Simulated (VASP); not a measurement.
# Sc12C (a cell with a defect) in VASP: further runs, part 2 of 2

VASP 6.6.1.

### 5 Single point, PBE

File INCAR:

```
ALGO = Normal
EDIFF = 1E-6
ENCUT = 520
GGA = PE
ISIF = 2
ISMEAR = 0
LASPH = T
LCHARG = F
LREAL = F
LWAVE = F
NBANDS = 80
NELM = 100
PREC = Accurate
SIGMA = 0.05
```

File KPOINTS:

```
k-points
0
Gamma
  3 2 3
```

File POSCAR:

```
Sc12C
1.0
    6.6200000000      0.0000000000      0.0000000000
   -4.9650000000      8.5996320000      0.0000000000
    0.0000000000      0.0000000000      5.2761400000
Sc C
12 1
Direct
    0.0005030202      0.0004066453      0.0152738555
    0.1794988217      0.2391980261      0.4821069949
   -0.0027933460      0.3382463343     -0.0048285299
    0.1592591086      0.5518191941      0.5078517628
    0.0022845991      0.6632872197      0.0068341629
    0.1736881617      0.8832851220      0.4958659171
    0.4940743978     -0.0078166135      0.0045218664
    0.6670405074      0.2253363865      0.4815268359
    0.5091598843      0.3414603090     -0.0107229907
    0.6670488807      0.5517519819      0.4970468941
    0.4853926832      0.6583713117      0.0089338039
    0.6518988144      0.8824846226      0.4969346909
    0.0055494676      0.0071122811      0.6110061522
```

Potentials or basis: VASP PAW PBE potentials, release 64 (Sc_sv, C).

Command:

```sh
$ cat potpaw_PBE.64/Sc_sv/POTCAR potpaw_PBE.64/C/POTCAR > POTCAR
$ mpirun -np 1 vasp_std > vasp.out
```

OUTCAR:

```text
EDIFF = 1E-6
   ENCUT = 520
   GGA = PE
   ISIF = 2
   ISMEAR = 0
   LASPH = T
   LREAL = F
   NELM = 100
   PREC = Accurate

 ion  position               nearest neighbor table
   1  0.001  0.000  0.015-  13 2.13   2 3.21   6 3.23  12 3.23   7 3.31   7 3.31   5 3.35   3 3.37
                             9 3.38  12 3.39   6 3.39  11 3.40
   2  0.179  0.239  0.482-  13 2.11  10 3.17   4 3.18   3 3.20   1 3.21   9 3.22   9 3.28   8 3.30
                             3 3.31   8 3.33
   3  0.997  0.338  0.995-   4 3.16   8 3.19   2 3.20  11 3.21   5 3.21   9 3.25   4 3.27   8 3.31
                             2 3.31   1 3.37   9 3.37   7 3.39
   4  0.159  0.552  0.508-   3 3.16   2 3.18   5 3.22  11 3.23   5 3.23  11 3.24   6 3.25   8 3.25
                            10 3.26   3 3.27  12 3.27  10 3.36
   5  0.002  0.663  0.007-   6 3.20   3 3.21  10 3.22   4 3.22  11 3.22   4 3.23   9 3.23   7 3.26
                             6 3.29  10 3.31   1 3.35  11 3.40
   6  0.174  0.883  0.496-  13 2.12  12 3.17   7 3.18   5 3.20   1 3.23   4 3.25   7 3.25   5 3.29
                            10 3.32   8 3.33   1 3.39
   7  0.494  0.992  0.005-   6 3.18  12 3.19   8 3.22   6 3.25  12 3.25   5 3.26  11 3.29   1 3.31
                             1 3.31   3 3.39   8 3.41   9 3.42
   8  0.667  0.225  0.482-   3 3.19   7 3.22   9 3.22  10 3.24   4 3.25   9 3.29   2 3.30   3 3.31
                             2 3.33   6 3.33  12 3.36   7 3.41
   9  0.509  0.341  0.989-  10 3.16   2 3.22   8 3.22  11 3.23   5 3.23  10 3.23   3 3.25   2 3.28
                             8 3.29   3 3.37   1 3.38   7 3.42
  10  0.667  0.552  0.497-   9 3.16   2 3.17   5 3.22   9 3.23  11 3.24   8 3.24   4 3.26   5 3.31
                             6 3.32  12 3.34  11 3.34   4 3.36
  11  0.485  0.658  0.009-   3 3.21  12 3.22   5 3.22   4 3.23   9 3.23  10 3.24   4 3.24   7 3.29
                            12 3.32  10 3.34   5 3.40   1 3.40
  12  0.652  0.882  0.497-  13 2.12   6 3.17   7 3.19  11 3.22   1 3.23   7 3.25   4 3.27  11 3.32
                            10 3.34   8 3.36   1 3.39
  13  0.006  0.007  0.611-   2 2.11  12 2.12   6 2.12   1 2.13

  LATTYP: Found a simple monoclinic cell.
 ALAT       =     6.6200000000
 B/A-ratio  =     0.7970000000
 C/A-ratio  =     1.3228756170
 COS(beta)  =    -0.1889822420

  Lattice vectors:

 A1 = (   6.6200000000,   0.0000000000,   0.0000000000)
 A2 = (   0.0000000000,   0.0000000000,   5.2761400000)
 A3 = (  -1.6550000000,  -8.5996320000,   0.0000000000)

Analysis of symmetry for initial positions (statically):
=====================================================================
 Subroutine PRICEL returns:
 Original cell was already a primitive cell.

 Routine SETGRP: Setting up the symmetry group for a
 simple monoclinic supercell.

 Subroutine GETGRP returns: Found  1 space group operations
 (whereof  1 operations were pure point group operations)
 out of a pool of  4 trial point group operations.

The static configuration has the point symmetry C_1 .

Analysis of symmetry for dynamics (positions and initial velocities):
=====================================================================
 Subroutine PRICEL returns:
 Original cell was already a primitive cell.

 Routine SETGRP: Setting up the symmetry group for a
 simple monoclinic supercell.

 Subroutine GETGRP returns: Found  1 space group operations
 (whereof  1 operations were pure point group operations)
 out of a pool of  4 trial point group operations.

The dynamic configuration has the point symmetry C_1 .

[... 113 lines left out ...]
   NGXF,Y,Z  is equivalent  to a cutoff of  25.11, 26.79, 25.21 a.u.
 SYSTEM =  unknown system
   PREC   = accura    normal or accurate (medium, high low for compatibility)
   ISTART =      0    job   : 0-new  1-cont  2-samecut
   ICHARG =      2    charge: 1-file 2-atom 10-const
   ISPIN  =      1    spin polarized calculation?
   LNONCOLLINEAR =      F non collinear calculations
   LSORBIT =      F    spin-orbit coupling
   LASPH  =      T    aspherical Exc in radial PAW
   ENCUT  =  520.0 eV  38.22 Ry    6.18 a.u.  12.31 18.46  9.81*2*pi/ulx,y,z
   NELM   =    100;   NELMIN=  2; NELMDL= -5     # of ELM steps
   EDIFF  = 0.1E-05   stopping-criterion for ELM
   LREAL  =      F    real-space projection
   EDIFFG = 0.1E-04   stopping-criterion for IOM
   NSW    =      0    number of steps for IOM
   IBRION =     -1    ionic relax: 0-MD 1-quasi-New 2-CG
   NFREE  =      0    steps in history (QN), initial steepest desc. (CG)
   ISIF   =      2    stress and relaxation
   ISYM   =      2    0-nonsym 1-usesym 2-fastsym
   POTIM  = 0.5000    time-step for ionic-motion
   TEBEG  =    0.0;   TEEND  =   0.0 temperature during run
   PSTRESS=    0.0 pullay stress
   NELECT =     136.0000    total number of electrons
   NUPDOWN=      -1.0000    fix difference up-down
   EMIN   =  10.00;   EMAX   =-10.00  energy-range for DOS
   EFERMI =   0.00;   METHOD = LEGACY
   ISMEAR =     0;   SIGMA  =   0.05  broadening in eV -4-tet -1-fermi 0-gaus
   EFERMI_NEDOS =   21; number of points for ismear=-14 and -15
   IALGO  =     38    algorithm
   IMIX   =      4    mixing-type and parameters
     AMIX     =   0.40;   BMIX     =  1.00
     AMIX_MAG =   1.60;   BMIX_MAG =  1.00
  volume/ion in A,a.u.               =      23.11       155.92
  Fermi-wavevector in a.u.,A,eV,Ry     =   1.257100  2.375574 21.501284  1.580300
  Thomas-Fermi vector in A             =   2.390775
   LORBIT       =      0    0 simple, 1 ext, 2 COOP (PROOUT), +10 PAW based schemes
   GGA     = PE    functional components
   LHFCALC =     F    Hartree Fock is set to
   AEXX    =    0.0000 exact exchange contribution
   IVDW    =     0    specifies the selected vdW correction
   LEPSILON=     F    determine dielectric tensor
   LRPA    =     F    only Hartree local field effects (RPA)
 non-spin polarized calculation
 Gauss-broadening in eV      SIGMA  =   0.05
  energy-cutoff  :      520.00
  volume of cell :      300.37
 maximum number of plane-waves:      8103
 NGX is ok and might be reduce to    50
   NGX = 25   NGY = 37   NGZ = 19

 number of electron     135.9999999 magnetization

 Free energy of the ion-electron system (eV)
  ---------------------------------------------------
  ext. energy  EPLUGINS =         0.00000000
  ---------------------------------------------------
  free energy    TOTEN  =       -83.79475995 eV

  energy without entropy =      -83.76789747  energy(sigma->0) =      -83.78132871

 E-fermi :   3.7394     XC(G=0):  -9.9353

 val. band max:        3.7253116174   @ k =  -0.3333   0.5000   0.3333
 cond. band min:       3.7456863998   @ k =   0.0000   0.0000   0.3333
 fundamental gap:      0.0203747824
 Fermi energy:         3.7394423351

 k-point     1 :       0.0000    0.0000    0.0000
  band No.  band energies     occupation
      1     -45.7476      2.00000
      2     -45.7191      2.00000
      3     -45.6552      2.00000
      4     -45.6309      2.00000
      5     -45.6176      2.00000
      6     -45.6092      2.00000
[... 819 lines left out ...]
     79       4.7732      0.00000
     80       4.8569      0.00000

------------------------ aborting loop because EDIFF is reached ----------------------------------------

  FORCE on cell =-STRESS in cart. coord.  units (eV):
  Direction    XX          YY          ZZ          XY          YZ          ZX
  --------------------------------------------------------------------------------------
  -------------------------------------------------------------------------------------
  Total        3.8743969      3.7389987      0.0359908      0.1031218     -0.4173774      0.1185600
  in kB       20.6661952     19.9439756      0.1919763      0.5500561     -2.2263086      0.6324041
  external PRESSURE =      13.6007157 kB  Pullay stress =       0.0000000 kB

 VOLUME and BASIS-vectors are now :
 -----------------------------------------------------------------------------
  energy-cutoff  :      520.00
  volume of cell :      300.37
      direct lattice vectors                 reciprocal lattice vectors
     6.620000000  0.000000000  0.000000000     0.151057402  0.087213034  0.000000000
    -4.965000000  8.599632000  0.000000000     0.000000000  0.116284046  0.000000000
     0.000000000  0.000000000  5.276140000     0.000000000  0.000000000  0.189532499

 POSITION                                       TOTAL-FORCE (eV/Angst)
 -----------------------------------------------------------------------------------
      0.00131      0.00350      0.08059        -0.001852     -0.022026      0.139310
      0.00066      2.05701      2.54366        -0.003577      0.009851     -0.020574
      4.92211      2.90879      5.25066         0.010031     -0.014565     -0.041565
     -1.68549      4.74544      2.67950         0.008910      0.009483     -0.015338
     -3.27810      5.70403      0.03606         0.001027      0.004359     -0.010715
     -3.23570      7.59593      2.61626         0.031677     -0.005424      0.006375
     -1.65542      8.53241      0.02386         0.001324      0.038274     -0.021043
      3.29701      1.93781      2.54060         0.000059      0.019798     -0.095352
      1.67529      2.93643      5.21956        -0.007232     -0.032002     -0.063609
      1.67642      4.74486      2.62249        -0.009470     -0.010984     -0.050697
     -0.05551      5.66175      0.04714        -0.001608      0.015701     -0.008387
     -0.06597      7.58904      2.62190        -0.032365     -0.005522      0.013179
      0.00142      0.06116      3.22375         0.003077     -0.006943      0.168415
 -----------------------------------------------------------------------------------
    total drift:                               -0.000022     -0.000279      0.000587

  FREE ENERGIE OF THE ION-ELECTRON SYSTEM (eV)
  ---------------------------------------------------
  free  energy   TOTEN  =       -83.7947599468 eV

  energy  without entropy=      -83.7678974720  energy(sigma->0) =      -83.78132871
```

Wall time 10 min (1 thread of Intel Xeon 8259CL, shared host); peak memory 0.48 GiB.

Results:

| Property | Result |
| --- | --- |
| Free energy | -83.7948 eV |
| Pressure | 1.4 GPa |
| Largest force | 0.169 eV/Å |
| Band gap on the k mesh | zero (bands 68 and 69 overlap by 0.33 eV) |

Forces on the atoms (eV/Å):
```
Sc  -0.002 -0.022  0.139
Sc  -0.004  0.010 -0.021
Sc   0.010 -0.015 -0.042
Sc   0.009  0.009 -0.015
Sc   0.001  0.004 -0.011
Sc   0.032 -0.005  0.006
Sc   0.001  0.038 -0.021
Sc   0.000  0.020 -0.095
Sc  -0.007 -0.032 -0.064
Sc  -0.009 -0.011 -0.051
Sc  -0.002  0.016 -0.008
Sc  -0.032 -0.006  0.013
C    0.003 -0.007  0.168
```

Stress tensor (GPa, compression positive):
```
 2.07  0.06  0.06
 0.06  1.99 -0.22
 0.06 -0.22  0.02
```

Levels at points of the mesh, in eV from the Fermi level:
```
           k point  band 65  band 66  band 67  band 68  band 69  band 70  band 71  band 72
(0.00, 0.00, 0.00)    -0.50    -0.42    -0.29    -0.25    -0.22    -0.16     0.14     0.49
(0.00, 0.50, 0.00)    -0.49    -0.48    -0.33    -0.26    -0.25     0.05     0.16     0.51
```

Caveat: the k points lie up to 0.40 Å⁻¹ apart.

### 6 Overview

```tsv
cell	gap on the mesh (eV)	pressure (GPa)	largest force (eV/Å)
as given, atomic positions A	none	1.2	0.05
as given, atomic positions B	none	1.4	0.55
as given, atomic positions C	none	1.2	0.05
as given, atomic positions D	none	1.4	0.17
```

Alike in all rows: task single point; level PBE; potentials or basis VASP PAW PBE potentials, release 64 (Sc_sv, C); no spin polarisation; k mesh 3 × 2 × 3; cutoff (eV) 520; smearing gaussian 0.05 eV.

Caveats: all runs use coarse meshes.

Absolute energies hang on the potentials; compare differences alone.

The gap in the log of VASP goes by the Fermi energy; the results here count the filled bands.